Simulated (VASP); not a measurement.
Input of a VASP 6.6.1 run:

File INCAR:

```
SYSTEM = ScB2Sb3
ALGO = Normal
EDIFF = 1E-7
ENCUT = 520
GGA = PE
ISIF = 2
ISMEAR = 0
LASPH = .True.
LCHARG = .False.
LREAL = .False.
LWAVE = .False.
NBANDS = 25
NELM = 100
PREC = Accurate
SIGMA = 0.1
```

Contents of KPOINTS:

```
k-points
0
Gamma
  6 6 2
  0 0 0
```

Contents of POSCAR:

```
ScB2Sb3
1.0
    3.5043601000      0.0000000000      0.0000000000
    0.0000000000      3.5043601000      0.0000000000
    0.0000000000      0.0000000000     12.2332589700
Sc B Sb
1 2 3
Direct
    0.5000000000      0.5000000000      0.1515834800
    0.0000000000      0.0000000000      0.0241090300
    0.5000000000      0.5000000000      0.4912769800
    0.0000000000      0.0000000000      0.6514509300
    0.0000000000      0.0000000000      0.3293667700
    0.5000000000      0.5000000000      0.8522117700
```

Potentials or basis: VASP PAW PBE potentials, release 64 (Sc_sv, B, Sb).

Launch:

```bash
$ cat potpaw_PBE.64/Sc_sv/POTCAR potpaw_PBE.64/B/POTCAR potpaw_PBE.64/Sb/POTCAR > POTCAR
$ mpirun -np 1 vasp_std > vasp.out
```

Task: What does it give for the pressure?

Result: -10.8 GPa.

Task: What does it give for the band gap on the k mesh?

Result: Zero (bands 16 and 17 overlap by 1.92 eV).

Task: What does it give for the largest force?

Result: 1.105 eV/Å.

Stress tensor (GPa, compression positive):
```
-10.42   0.00   0.00
  0.00 -10.42   0.00
  0.00   0.00 -11.71
```

Caveat: the cell stands under tension; spin-orbit coupling is left out, which moves the levels of the heavy elements; forces of over 1 eV/Å act on the atoms, so gaps and moduli don't describe the material at rest.
